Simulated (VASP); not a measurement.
# Cs (P-1) in VASP: further runs, part 2 of 2

VASP 6.6.1. The steps go on from the part before.

## Step 4: Single point, r2SCAN

This run uses another cell than the first one, of 121.45 Å³/atom.

Input file POSCAR:

```
Cs
1.0
    3.2593542196     -4.5600348226      0.0110383361
    2.9617999425      4.3529608453     -0.0883467557
   -2.7095409068      0.0377426956      4.4196816774
Cs
1
Direct
    0.0000000000      0.0000000000      0.5000000000
```

Input file INCAR.step1:

```
PREC     = Accurate       # precision mode
ENCUT    = 520            # plane-wave cutoff, eV
ISMEAR   = -1             # smearing method
SIGMA    = 0.15           # smearing width, eV
LREAL    = F              # projectors in reciprocal space
LASPH    = T              # aspherical terms in the spheres
NELM     = 100            # most SCF steps
NBANDS   = 10             # bands
GGA      = PE             # functional
ALGO     = Normal         # electronic algorithm
EDIFF    = 1E-4           # SCF threshold, eV
LWAVE    = T              # write WAVECAR
LCHARG   = F              # write CHGCAR
```

Input file INCAR.step2:

```
PREC     = Accurate       # precision mode
ENCUT    = 520            # plane-wave cutoff, eV
EDIFF    = 1E-6           # SCF threshold, eV
ISMEAR   = -1             # smearing method
SIGMA    = 0.15           # smearing width, eV
LREAL    = F              # projectors in reciprocal space
LASPH    = T              # aspherical terms in the spheres
NELM     = 100            # most SCF steps
ALGO     = Normal         # electronic algorithm
ISIF     = 2              # what is computed and relaxed
LWAVE    = F              # write WAVECAR
LCHARG   = F              # write CHGCAR
METAGGA  = R2SCAN         # meta-GGA
LMIXTAU  = T            
NBANDS   = 10             # bands
ISTART   = 1
```

Input file KPOINTS:

```
Automatic mesh
0
Gamma
  4 5 5
```

Potentials or basis: VASP PAW PBE potentials, release 64 (Cs_sv).

On the command line:

```
cat potpaw_PBE.64/Cs_sv/POTCAR > POTCAR
cp INCAR.step1 INCAR
mpirun -np 1 vasp_std > vasp.out
cp INCAR.step2 INCAR
mpirun -np 1 vasp_std > vasp.out
```

OUTCAR:

```text
PREC = Accurate
   ENCUT = 520
   EDIFF = 1E-6
   ISMEAR = -1
   LREAL = F
   LASPH = T
   NELM = 100
   ISIF = 2
   METAGGA = R2SCAN
   ISTART = 1

 ion  position               nearest neighbor table
   1  0.000  0.000  0.500-

  LATTYP: Found a triclinic cell.
 ALAT       =     5.2657698553
 B/A-ratio  =     1.6013856706
 C/A-ratio  =     1.9664182204
 COS(alpha) =     0.0052799020
 COS(beta)  =     0.5274048323
 COS(gamma) =     0.8102833488

  Lattice vectors:

 A1 = (  -2.9617999425,  -4.3529608453,   0.0883467557)
 A2 = (  -5.6713408493,  -4.3152181497,   4.5080284331)
 A3 = (  -3.7638722910,  -4.2213722592,  -8.6737081795)

Analysis of symmetry for initial positions (statically):
=====================================================================
 Subroutine PRICEL returns:
 Original cell was already a primitive cell.

 Routine SETGRP: Setting up the symmetry group for a
 triclinic supercell.

 Subroutine GETGRP returns: Found  2 space group operations
 (whereof  2 operations were pure point group operations)
 out of a pool of  2 trial point group operations.

The static configuration has the point symmetry S_2 .

Analysis of symmetry for dynamics (positions and initial velocities):
=====================================================================
 Subroutine PRICEL returns:
 Original cell was already a primitive cell.

 Routine SETGRP: Setting up the symmetry group for a
 triclinic supercell.

 Subroutine GETGRP returns: Found  2 space group operations
 (whereof  2 operations were pure point group operations)
 out of a pool of  2 trial point group operations.

The dynamic configuration has the point symmetry S_2 .

 Subroutine INISYM returns: Found  2 space group operations
[... 114 lines left out ...]
     AMIX     =   0.40;   BMIX     =  1.00
     AMIX_MAG =   1.60;   BMIX_MAG =  1.00
  volume/ion in A,a.u.               =     121.45       819.57
  Fermi-wavevector in a.u.,A,eV,Ry     =   0.687636  1.299443  6.433421  0.472843
  Thomas-Fermi vector in A             =   1.768207
   LORBIT       =      0    0 simple, 1 ext, 2 COOP (PROOUT), +10 PAW based schemes
   METAGGA = R2SCAN    functional components
   LHFCALC =     F    Hartree Fock is set to
   AEXX    =    0.0000 exact exchange contribution
   IVDW    =     0    specifies the selected vdW correction
   LEPSILON=     F    determine dielectric tensor
   LRPA    =     F    only Hartree local field effects (RPA)
 non-spin polarized calculation
  energy-cutoff  :      520.00
  volume of cell :      121.45
 maximum number of plane-waves:      3295
 NGX is ok and might be reduce to    42
   NGX = 21   NGY = 19   NGZ = 19

 number of electron       9.0000000 magnetization

 Free energy of the ion-electron system (eV)
  ---------------------------------------------------
  ext. energy  EPLUGINS =         0.00000000
  ---------------------------------------------------
  free energy    TOTEN  =       -25.05793813 eV

  energy without entropy =      -24.97786344  energy(sigma->0) =      -25.01790079

 E-fermi :   0.3832     XC(G=0):  -5.4923

 val. band max:        0.3288466581   @ k =   0.5000  -0.0000   0.2000
 cond. band min:       0.4139445189   @ k =   0.5000   0.0000   0.0000
 fundamental gap:      0.0850978608
 Fermi energy:         0.3831697689

 k-point     1 :       0.0000    0.0000    0.0000
  band No.  band energies     occupation
      1     -24.4250      2.00000
      2     -10.7999      2.00000
      3     -10.7973      2.00000
      4     -10.7948      2.00000
      5      -1.3127      1.99998
      6       2.9719      0.00000
      7       3.0157      0.00000
      8       3.4309      0.00000
      9       4.0621      0.00000
     10       4.1557      0.00000
[... 287 lines left out ...]
 k-point    24 :       0.0000   -0.4000    0.2000
  band No.  band energies     occupation
      1     -24.4192      2.00000
      2     -10.8973      2.00000
      3     -10.8302      2.00000
      4     -10.8069      2.00000
      5      -0.0532      1.89659
      6       1.9502      0.00006
      7       2.2733      0.00001
      8       3.5587      0.00000
      9       4.1961      0.00000
     10       4.4114      0.00000

 [... further k-points ...]

------------------------ aborting loop because EDIFF is reached ----------------------------------------

  FORCE on cell =-STRESS in cart. coord.  units (eV):
  Direction    XX          YY          ZZ          XY          YZ          ZX
  --------------------------------------------------------------------------------------
  -------------------------------------------------------------------------------------
  Total        0.0040240      0.0024325      0.0443190      0.0620103      0.0122119     -0.0809096
  in kB        0.0530855      0.0320898      0.5846683      0.8180565      0.1611024     -1.0673805
  external PRESSURE =       0.2232812 kB  Pullay stress =       0.0000000 kB

 VOLUME and BASIS-vectors are now :
 -----------------------------------------------------------------------------
  energy-cutoff  :      520.00
  volume of cell :      121.45
      direct lattice vectors                 reciprocal lattice vectors
     3.259354220 -4.560034823  0.011038336     0.158438101 -0.105813217  0.098036063
     2.961799942  4.352960845 -0.088346756     0.165949802  0.118858960  0.100722575
    -2.709540907  0.037742696  4.419681677     0.002921530  0.002640191  0.228029173

 POSITION                                       TOTAL-FORCE (eV/Angst)
 -----------------------------------------------------------------------------------
     -1.35477      0.01887      2.20984         0.000000      0.000000      0.000000
 -----------------------------------------------------------------------------------
    total drift:                               -0.000000     -0.000000      0.000000

  FREE ENERGIE OF THE ION-ELECTRON SYSTEM (eV)
  ---------------------------------------------------
  free  energy   TOTEN  =       -25.0579381304 eV

  energy  without entropy=      -24.9778634444  energy(sigma->0) =      -25.01790079
```

OSZICAR.step1:

```text
N       E                     dE             d eps       ncg     rms          rms(c)
DAV:   1     0.598924794626E+02    0.59892E+02   -0.29706E+03  1020   0.602E+02
DAV:   2     0.462839960161E+01   -0.55264E+02   -0.53844E+02  1328   0.111E+02
DAV:   3    -0.808398375848E+00   -0.54368E+01   -0.54302E+01  1162   0.436E+01
DAV:   4    -0.889224655905E+00   -0.80826E-01   -0.80807E-01  1408   0.620E+00
DAV:   5    -0.889622160206E+00   -0.39750E-03   -0.39750E-03  1394   0.378E-01    0.129E-01
DAV:   6    -0.890346475601E+00   -0.72432E-03   -0.12951E-03  1366   0.174E-01    0.896E-02
DAV:   7    -0.891447871547E+00   -0.11014E-02   -0.34716E-03  1122   0.293E-01    0.352E-02
DAV:   8    -0.891537678322E+00   -0.89807E-04   -0.12463E-04  1166   0.683E-02
   1 F= -.89153768E+00 E0= -.84963474E+00  d E =-.838059E-01
```

Run time: 2.5 min. Hardware: 1 thread of Intel Xeon Platinum 8559C (Emerald Rapids), shared host; peak memory 0.28 GiB.

What came out:

```yaml
Free_energy: -25.0579 eV
Pressure: 0.0 GPa
Band_gap_on_the_k_mesh: zero (an odd number of electrons rules out a gap without spin polarisation)
```

Caveat: the PAW data sets were made with another functional, which shifts forces and pressure a little; spin-orbit coupling is left out, which moves the levels of the heavy elements.

## Step 5: The runs side by side

```tsv
cell	gap on the mesh (eV)	pressure (GPa)
a = 5.586, b = 5.248, c = 5.167 Å, angles 107.6, 107.9, 110.2°, 1 atom	none	0.0
a = 5.596, b = 5.257, c = 5.176 Å, angles 107.6, 107.9, 110.2°, 1 atom	none	0.0
a = 5.605, b = 5.266, c = 5.184 Å, angles 107.6, 107.9, 110.2°, 1 atom	none	0.0
```

Alike in all rows: task single point; level r2SCAN; potentials or basis VASP PAW PBE potentials, release 64 (Cs_sv); no spin polarisation; k mesh 4 × 5 × 5; cutoff (eV) 520; smearing fermi-dirac 0.15 eV.

Caveats: the PAW data sets were made with another functional, which shifts forces and pressure a little; spin-orbit coupling is left out, which moves the levels of the heavy elements.

Total energies depend on the potentials used, so only differences within one code and one set of settings carry meaning.

The gap in the log of VASP goes by the Fermi energy; the results here count the filled bands.